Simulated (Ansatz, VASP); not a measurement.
# One calculation of TiN, two programs

```xyz
2
Lattice="0.0000 2.1175 2.1175 2.1175 0.0000 2.1175 2.1175 2.1175 0.0000" Properties=species:S:1:pos:R:3 pbc="T T T"
Ti    0.0000    0.0000    0.0000
N     2.1175    2.1175    2.1175
```

Alike in both runs: functional r2SCAN; k mesh 22 × 22 × 22; occupations fermi-dirac, width 0.15 eV; no spin polarisation.

Ansatz relaxed the structure, and its values are those at the end. VASP's run is a single point on that final structure, the one shown.

|  | VASP | Ansatz |
| --- | --- | --- |
| version | VASP 6.6.1 | Ansatz 0.2.0 |
| potentials or method | VASP PAW PBE potentials, release 64 (Ti_sv, N), cutoff 520 eV | scalar-relativistic, plane waves, PAW |
| valence electrons in the cell | 17 | 17 |

Ansatz gave:

```
gap on the k mesh at the Fermi level (eV) : none
pressure (GPa)                            : 0.0
```

Q: Estimate VASP's values.

A: gap on the k mesh at the Fermi level (eV): none; pressure (GPa): 1.3.

VASP's potentials were made for PBE, not for r2SCAN. A gap of «none» marks a metal or a gap that the smearing closes.
